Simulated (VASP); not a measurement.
# Sb2Se3 (La2O3 type) (P-3m1) in VASP: further runs

The runs below take Sb2Se3 (La2O3 type) through electric field gradients, with PBE.

Everything below comes from runs of VASP 6.6.1. Logs are shortened: lines on timing, memory, paths and dates and some standing lists are left out, and cuts for length are marked.

### Step 1. The cell of the first run

The structure is trigonal, space group P-3m1 (No. 164). Conventional cell: a = 4.069 Å, b = 4.069 Å, c = 10.535 Å, α = 90.00°, β = 90.00°, γ = 120.00°. Within 3.7 Å of Sb (site symmetry 3m) lie 6 Se at 2.82 to 3.02 Å. Within 4.2 Å of Se (site symmetry -3m) lie 6 Sb at 3.02 Å and 12 Se at 4.07 to 4.17 Å. Within 3.7 Å of Se (site symmetry 3m) lie 3 Sb at 2.82 Å.

### Step 2. Electric field gradients, PBE

INCAR

```
SYSTEM = Sb2Se3
PREC = Accurate
ENCUT = 520
EDIFF = 1E-8
ISMEAR = -1
SIGMA = 0.03
LREAL = .FALSE.
LASPH = .TRUE.
NELM = 100
ALGO = Normal
ISIF = 2
LWAVE = .FALSE.
LCHARG = .FALSE.
GGA = PE
LEFG = .TRUE.
NBANDS = 22
```

KPOINTS

```
Automatic mesh
0
G
  8 8 5
  0 0 0
```

POSCAR

```
Sb2Se3
1.0
    4.0694543721      0.0000000000      0.0000000000
   -2.0347271860      3.5242508658      0.0000000000
    0.0000000000      0.0000000000     10.5348044482
Sb Se
2 3
Direct
    0.3333333333      0.6666666667      0.1799456836
    0.6666666667      0.3333333333      0.8200543164
    0.0000000000      0.0000000000      0.0000000000
    0.3333333333      0.6666666667      0.6726280850
    0.6666666667      0.3333333333      0.3273719150
```

Potentials or basis: VASP PAW PBE potentials, release 64 (Sb, Se).

Launch:

```sh
$ cat potpaw_PBE.64/Sb/POTCAR potpaw_PBE.64/Se/POTCAR > POTCAR
$ mpirun -np 1 vasp_std > vasp.out
```

OUTCAR:

```text
SYSTEM = Sb2Se3
   PREC = Accurate
   ENCUT = 520
   EDIFF = 1E-8
   ISMEAR = -1
   LREAL = .FALSE.
   LASPH = .TRUE.
   NELM = 100
   ISIF = 2
   GGA = PE

 ion  position               nearest neighbor table
   1  0.333  0.667  0.180-   5 2.82   5 2.82   5 2.82   3 3.02   3 3.02   3 3.02
   2  0.667  0.333  0.820-   4 2.82   4 2.82   4 2.82   3 3.02   3 3.02   3 3.02
   3  0.000  0.000  0.000-   1 3.02   2 3.02   1 3.02   2 3.02   2 3.02   1 3.02
   4  0.333  0.667  0.673-   2 2.82   2 2.82   2 2.82
   5  0.667  0.333  0.327-   1 2.82   1 2.82   1 2.82

  LATTYP: Found a hexagonal cell.
 ALAT       =     4.0694543721
 C/A-ratio  =     2.5887510917

  Lattice vectors:

 A1 = (   4.0694543721,   0.0000000000,   0.0000000000)
 A2 = (  -2.0347271860,   3.5242508658,   0.0000000000)
 A3 = (   0.0000000000,   0.0000000000,  10.5348044482)

Analysis of symmetry for initial positions (statically):
=====================================================================
 Subroutine PRICEL returns:
 Original cell was already a primitive cell.

 Routine SETGRP: Setting up the symmetry group for a
 hexagonal supercell.

 Subroutine GETGRP returns: Found 12 space group operations
 (whereof 12 operations were pure point group operations)
 out of a pool of 24 trial point group operations.

The static configuration has the point symmetry D_3d.

Analysis of symmetry for dynamics (positions and initial velocities):
=====================================================================
 Subroutine PRICEL returns:
 Original cell was already a primitive cell.

 Routine SETGRP: Setting up the symmetry group for a
 hexagonal supercell.

 Subroutine GETGRP returns: Found 12 space group operations
 (whereof 12 operations were pure point group operations)
 out of a pool of 24 trial point group operations.

The dynamic configuration has the point symmetry D_3d.

 Subroutine INISYM returns: Found 12 space group operations
 (whereof 12 operations are pure point group operations),
 and found     1 'primitive' translations

----------------------------------------------------------------------------------------

                                     Primitive cell

  volume of cell :     151.0878

  direct lattice vectors                    reciprocal lattice vectors
     4.069454372  0.000000000  0.000000000     0.245733189  0.141874123  0.000000000
    -2.034727186  3.524250866  0.000000000     0.000000000  0.283748246  0.000000000
     0.000000000  0.000000000 10.534804448     0.000000000  0.000000000  0.094923452

  length of vectors
     4.069454372  4.069454372 10.534804448     0.283748246  0.283748246  0.094923452

  position of ions in fractional coordinates (direct lattice)
     0.333333333  0.666666667  0.179945684
     0.666666667  0.333333333  0.820054316
     0.000000000  0.000000000  0.000000000
     0.333333333  0.666666667  0.672628085
     0.666666667  0.333333333  0.327371915

  ion indices of the primitive-cell ions
   primitive index   ion index
                 1           1
                 2           2
                 3           3
                 4           4
                 5           5

----------------------------------------------------------------------------------------

 KPOINTS: Automatic mesh

Automatic generation of k-mesh.
 Grid dimensions read from file:
 generate k-points for:    8    8    5

 Generating k-lattice:

[... 44 lines left out ...]
   number of dos      NEDOS =    301   number of ions     NIONS =      5
   total plane-waves  NPLWV =  72000
   dimension x,y,z NGX =    30 NGY =   30 NGZ =   80
   dimension x,y,z NGXF=    60 NGYF=   60 NGZF=  160
   ions per type =               2   3
   NGX,Y,Z   is equivalent  to a cutoff of  12.26, 12.26, 12.62 a.u.
   NGXF,Y,Z  is equivalent  to a cutoff of  24.51, 24.51, 25.25 a.u.
 SYSTEM =  Sb2Se3
   PREC   = accura    normal or accurate (medium, high low for compatibility)
   ISTART =      0    job   : 0-new  1-cont  2-samecut
   ICHARG =      2    charge: 1-file 2-atom 10-const
   ISPIN  =      1    spin polarized calculation?
   LNONCOLLINEAR =      F non collinear calculations
   LSORBIT =      F    spin-orbit coupling
   LASPH  =      T    aspherical Exc in radial PAW
   ENCUT  =  520.0 eV  38.22 Ry    6.18 a.u.   7.57  7.57 19.59*2*pi/ulx,y,z
   NELM   =    100;   NELMIN=  2; NELMDL= -5     # of ELM steps
   EDIFF  = 0.1E-07   stopping-criterion for ELM
   LREAL  =      F    real-space projection
   EDIFFG = 0.1E-06   stopping-criterion for IOM
   NSW    =      0    number of steps for IOM
   IBRION =     -1    ionic relax: 0-MD 1-quasi-New 2-CG
   NFREE  =      0    steps in history (QN), initial steepest desc. (CG)
   ISIF   =      2    stress and relaxation
   ISYM   =      2    0-nonsym 1-usesym 2-fastsym
   POTIM  = 0.5000    time-step for ionic-motion
   TEBEG  =    0.0;   TEEND  =   0.0 temperature during run
   PSTRESS=    0.0 pullay stress
   NELECT =      28.0000    total number of electrons
   NUPDOWN=      -1.0000    fix difference up-down
   EMIN   =  10.00;   EMAX   =-10.00  energy-range for DOS
   EFERMI =   0.00;   METHOD = LEGACY
   ISMEAR =    -1;   SIGMA  =   0.03  broadening in eV -4-tet -1-fermi 0-gaus
   EFERMI_NEDOS =   21; number of points for ismear=-14 and -15
   IALGO  =     38    algorithm
   IMIX   =      4    mixing-type and parameters
     AMIX     =   0.40;   BMIX     =  1.00
     AMIX_MAG =   1.60;   BMIX_MAG =  1.00
  volume/ion in A,a.u.               =      30.22       203.92
  Fermi-wavevector in a.u.,A,eV,Ry     =   0.933364  1.763802 11.852963  0.871168
  Thomas-Fermi vector in A             =   2.060058
   LORBIT       =      0    0 simple, 1 ext, 2 COOP (PROOUT), +10 PAW based schemes
   GGA     = PE    functional components
   LHFCALC =     F    Hartree Fock is set to
   AEXX    =    0.0000 exact exchange contribution
   IVDW    =     0    specifies the selected vdW correction
   LEPSILON=     F    determine dielectric tensor
   LRPA    =     F    only Hartree local field effects (RPA)
 non-spin polarized calculation
  energy-cutoff  :      520.00
  volume of cell :      151.09
 maximum number of plane-waves:      4097
   NGX = 15   NGY = 15   NGZ = 39

 number of electron      27.9999999 magnetization

 Free energy of the ion-electron system (eV)
  ---------------------------------------------------
  ext. energy  EPLUGINS =         0.00000000
  ---------------------------------------------------
  free energy    TOTEN  =       -20.09889070 eV

  energy without entropy =      -20.09888285  energy(sigma->0) =      -20.09888678

 E-fermi :   3.9189     XC(G=0):  -8.7611

 val. band max:        3.6494611331   @ k =   0.0000   0.0000   0.0000
 cond. band min:       4.1083190827   @ k =   0.0000   0.0000   0.0000
 fundamental gap:      0.4588579496
 Fermi energy:         3.9188520648

 k-point     1 :       0.0000    0.0000    0.0000
  band No.  band energies     occupation
      1     -10.2003      2.00000
      2      -9.6782      2.00000
      3      -8.9223      2.00000
      4      -4.8028      2.00000
      5      -3.5030      2.00000
      6       1.6938      2.00000
[... 589 lines left out ...]
     21       9.4514      0.00000
     22       9.5531      0.00000

 [... further k-points ...]

------------------------ aborting loop because EDIFF is reached ----------------------------------------

  FORCE on cell =-STRESS in cart. coord.  units (eV):
  Direction    XX          YY          ZZ          XY          YZ          ZX
  --------------------------------------------------------------------------------------
  -------------------------------------------------------------------------------------
  Total       -0.0398823     -0.0398823     -0.0356113     -0.0000000      0.0000000      0.0000000
  in kB       -0.4229225     -0.4229225     -0.3776324     -0.0000000      0.0000000      0.0000000
  external PRESSURE =      -0.4078258 kB  Pullay stress =       0.0000000 kB

 VOLUME and BASIS-vectors are now :
 -----------------------------------------------------------------------------
  energy-cutoff  :      520.00
  volume of cell :      151.09
      direct lattice vectors                 reciprocal lattice vectors
     4.069454372  0.000000000  0.000000000     0.245733189  0.141874123  0.000000000
    -2.034727186  3.524250866  0.000000000     0.000000000  0.283748246  0.000000000
     0.000000000  0.000000000 10.534804448     0.000000000  0.000000000  0.094923452

 POSITION                                       TOTAL-FORCE (eV/Angst)
 -----------------------------------------------------------------------------------
     -0.00000      2.34950      1.89569        -0.000000      0.000000     -0.024608
      2.03473      1.17475      8.63911         0.000000     -0.000000      0.024608
      0.00000      0.00000      0.00000        -0.000000      0.000000      0.000000
     -0.00000      2.34950      7.08601         0.000000     -0.000000     -0.009271
      2.03473      1.17475      3.44880        -0.000000      0.000000      0.009271
 -----------------------------------------------------------------------------------
    total drift:                               -0.000000      0.000000      0.000000

  FREE ENERGIE OF THE ION-ELECTRON SYSTEM (eV)
  ---------------------------------------------------
  free  energy   TOTEN  =       -20.0988906982 eV

  energy  without entropy=      -20.0988828545  energy(sigma->0) =      -20.09888678

 Electric field gradients (V/A^2)
---------------------------------------------------------------------
 ion       V_xx      V_yy      V_zz      V_xy      V_xz      V_yz
---------------------------------------------------------------------
   1       5.516     5.516   -11.032    -0.000     0.000    -0.000
   2       5.516     5.516   -11.032    -0.000     0.000    -0.000
   3     -45.926   -45.926    91.852    -0.000     0.000    -0.000
   4      19.795    19.795   -39.591    -0.000     0.000    -0.000
   5      19.795    19.795   -39.591    -0.000     0.000    -0.000
---------------------------------------------------------------------

 Electric field gradients after diagonalization (V/A^2)
 (convention: |V_zz| > |V_xx| > |V_yy|)
----------------------------------------------------------------------
 ion       V_xx      V_yy      V_zz     asymmetry (V_yy - V_xx)/ V_zz
----------------------------------------------------------------------
   1       5.516     5.516   -11.032       0.000
   2       5.516     5.516   -11.032       0.000
   3     -45.926   -45.926    91.852       0.000
   4      19.796    19.795   -39.591       0.000
   5      19.796    19.795   -39.591       0.000
----------------------------------------------------------------------

           NMR quadrupolar parameters

 Cq : quadrupolar parameter    Cq=e*Q*V_zz/h
 eta: asymmetry parameters     (V_yy - V_xx)/ V_zz
 Q  : nuclear electric quadrupole moment in mb (millibarn)
----------------------------------------------------------------------
 ion       Cq(MHz)       eta       Q (mb)
----------------------------------------------------------------------
   1      -0.027       0.000       1.000
   2      -0.027       0.000       1.000
   3       0.222       0.000       1.000
   4      -0.096       0.000       1.000
   5      -0.096       0.000       1.000
----------------------------------------------------------------------
```

It took 4.3 min on 1 thread of Intel Xeon 8259CL, shared host; peak memory 0.31 GiB.

What came out:

- Free energy: -20.0989 eV
- Pressure: 0.0 GPa
- Largest force: 0.025 eV/Å
- Band gap on the k mesh: 0.46 eV
- Largest electric field gradient by atom: Sb -11.0; Se +91.9, -39.6 (each value once) V/Å²

Forces in eV/Å, atoms in the order of the input:
```
Sb   0.000  0.000 -0.025
Sb   0.000  0.000  0.025
Se   0.000  0.000  0.000
Se   0.000  0.000 -0.009
Se   0.000  0.000  0.009
```

Electric field gradients, principal values (V/Å²):
```
atom    least   middle  greatest (by size)
1 Sb    5.516    5.516             -11.032
2 Sb    5.516    5.516             -11.032
3 Se  -45.926  -45.926              91.852
4 Se   19.795   19.796             -39.591
5 Se   19.795   19.796             -39.591
```

Caveat: without QUAD_EFG the Cq values of the log hold for a quadrupole moment of 1 mb, not for the nuclei; spin-orbit coupling is left out, which moves the levels of the heavy elements; an odd mesh through Γ misses points on the zone boundary, where band edges can lie; this functional lacks dispersion, which binds the layers, so the pressure and a relaxed spacing across them are unreliable.

### Step 3. Electric field gradients, PBE

INCAR

```
PREC = Accurate ; ENCUT = 520
EDIFF = 1E-8 ; ISMEAR = -1
SIGMA = 0.03 ; LREAL = False
LASPH = True ; NELM = 80
ALGO = Normal ; ISIF = 2
LWAVE = False ; LCHARG = False
GGA = PE ; LEFG = True
NBANDS = 22
```

KPOINTS

```
regular mesh
0
Gamma
  8 8 5
```

POSCAR is that of step 2.

Potentials or basis: VASP PAW PBE potentials, release 64 (Sb, Se).

Launch:

```sh
$ cat potpaw_PBE.64/Sb/POTCAR potpaw_PBE.64/Se/POTCAR > POTCAR
$ mpirun -np 1 vasp_std > vasp.out
```

OUTCAR:

```text
PREC = Accurate
   ENCUT = 520
   EDIFF = 1E-8
   ISMEAR = -1
   LREAL = False
   LASPH = True
   NELM = 80
   ISIF = 2
   GGA = PE

 ion  position               nearest neighbor table
   1  0.333  0.667  0.180-   5 2.82   5 2.82   5 2.82   3 3.02   3 3.02   3 3.02
   2  0.667  0.333  0.820-   4 2.82   4 2.82   4 2.82   3 3.02   3 3.02   3 3.02
   3  0.000  0.000  0.000-   1 3.02   2 3.02   1 3.02   2 3.02   2 3.02   1 3.02
   4  0.333  0.667  0.673-   2 2.82   2 2.82   2 2.82
   5  0.667  0.333  0.327-   1 2.82   1 2.82   1 2.82

  LATTYP: Found a hexagonal cell.
 ALAT       =     4.0694543721
 C/A-ratio  =     2.5887510917

  Lattice vectors:
[... 832 lines left out ...]
   1       5.516     5.516   -11.032    -0.000     0.000    -0.000
   2       5.516     5.516   -11.032    -0.000     0.000    -0.000
   3     -45.926   -45.926    91.852    -0.000     0.000    -0.000
   4      19.795    19.795   -39.591    -0.000     0.000    -0.000
   5      19.795    19.795   -39.591    -0.000     0.000    -0.000
---------------------------------------------------------------------

 Electric field gradients after diagonalization (V/A^2)
 (convention: |V_zz| > |V_xx| > |V_yy|)
----------------------------------------------------------------------
 ion       V_xx      V_yy      V_zz     asymmetry (V_yy - V_xx)/ V_zz
----------------------------------------------------------------------
   1       5.516     5.516   -11.032       0.000
   2       5.516     5.516   -11.032       0.000
   3     -45.926   -45.926    91.852       0.000
   4      19.796    19.795   -39.591       0.000
   5      19.796    19.795   -39.591       0.000
----------------------------------------------------------------------

           NMR quadrupolar parameters

 Cq : quadrupolar parameter    Cq=e*Q*V_zz/h
 eta: asymmetry parameters     (V_yy - V_xx)/ V_zz
 Q  : nuclear electric quadrupole moment in mb (millibarn)
----------------------------------------------------------------------
 ion       Cq(MHz)       eta       Q (mb)
----------------------------------------------------------------------
   1      -0.027       0.000       1.000
   2      -0.027       0.000       1.000
   3       0.222       0.000       1.000
   4      -0.096       0.000       1.000
   5      -0.096       0.000       1.000
----------------------------------------------------------------------
```

Run time: 4.6 min. Hardware: 1 thread of Intel Xeon 8259CL, shared host; peak memory 0.32 GiB.

Results:

| Item | Value |
| --- | --- |
| Free energy | -20.0989 eV |
| Pressure | 0.0 GPa |
| Largest force | 0.025 eV/Å |
| Band gap on the k mesh | 0.46 eV |
| Largest electric field gradient by atom | Sb -11.0; Se +91.9, -39.6 (each value once) V/Å² |

Forces in eV/Å, atoms in the order of the input:
```
Sb   0.000  0.000 -0.025
Sb   0.000  0.000  0.025
Se   0.000  0.000  0.000
Se   0.000  0.000 -0.009
Se   0.000  0.000  0.009
```

Levels at points of the mesh, in eV from the valence-band top:
```
           k point  band 12  band 13  band 14  band 15  band 16  band 17
(0.00, 0.00, 0.00)    -1.12    -1.12     0.00     0.46     1.54     1.54
(0.50, 0.00, 0.00)    -1.71    -1.32    -0.46     1.30     2.33     2.53
```

Electric field gradients, principal values (V/Å²):
```
atom    least   middle  greatest (by size)
1 Sb    5.516    5.516             -11.032
2 Sb    5.516    5.516             -11.032
3 Se  -45.926  -45.926              91.852
4 Se   19.795   19.796             -39.591
5 Se   19.795   19.796             -39.591
```

Caveat: without QUAD_EFG the Cq values of the log hold for a quadrupole moment of 1 mb, not for the nuclei; spin-orbit coupling is left out, which moves the levels of the heavy elements; an odd mesh through Γ misses points on the zone boundary, where band edges can lie; this functional lacks dispersion, which binds the layers, so the pressure and a relaxed spacing across them are unreliable.
